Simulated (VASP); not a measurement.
Runs of VASP 6.6.1 on WC. The structure is that of space group P-6m2 (No. 187), or close to it. The cells are those of the table. 

| task | cell | cutoff (eV) | gap on the mesh (eV) | pressure (GPa) |
| --- | --- | --- | --- | --- |
| single point | a = 2.984, b = 2.984, c = 2.893 Å, angles 90.0, 90.0, 120.0°, 2 atoms | 520 | none | -18.8 |
| relaxation of shape and atoms at fixed volume | relaxed from a = 2.860, b = 2.860, c = 2.794 Å, angles 90.0, 90.0, 120.0°, 2 atoms | 600 | none | 28.3 |
| single point | a = 2.890, b = 2.890, c = 2.823 Å, angles 90.0, 90.0, 120.0°, 2 atoms | 520 | none | 13.7 |
| single point | a = 2.857, b = 2.857, c = 2.799 Å, angles 90.0, 90.0, 120.0°, 2 atoms | 520 | none | 28.4 |
| relaxation of shape and atoms at fixed volume | relaxed from a = 2.892, b = 2.892, c = 2.818 Å, angles 90.0, 90.0, 120.0°, 2 atoms | 600 | none | 13.6 |
| single point | a = 2.953, b = 2.953, c = 2.870 Å, angles 90.0, 90.0, 120.0°, 2 atoms | 520 | none | (a) |

Alike in all rows: level PBE; no spin polarisation; k mesh 18 × 18 × 14; smearing gaussian 0.1 eV.

Estimate the missing entries.

(a) -9.7.

Caveats: spin-orbit coupling is left out, which moves the levels of the heavy elements; the cell stands under tension (at least some runs); the cell stands under pressure (at least some runs).

A k mesh can miss the band edges, and the runs leave out spin-orbit coupling on W.

A gap of «none» marks levels without a gap at the run's occupations.
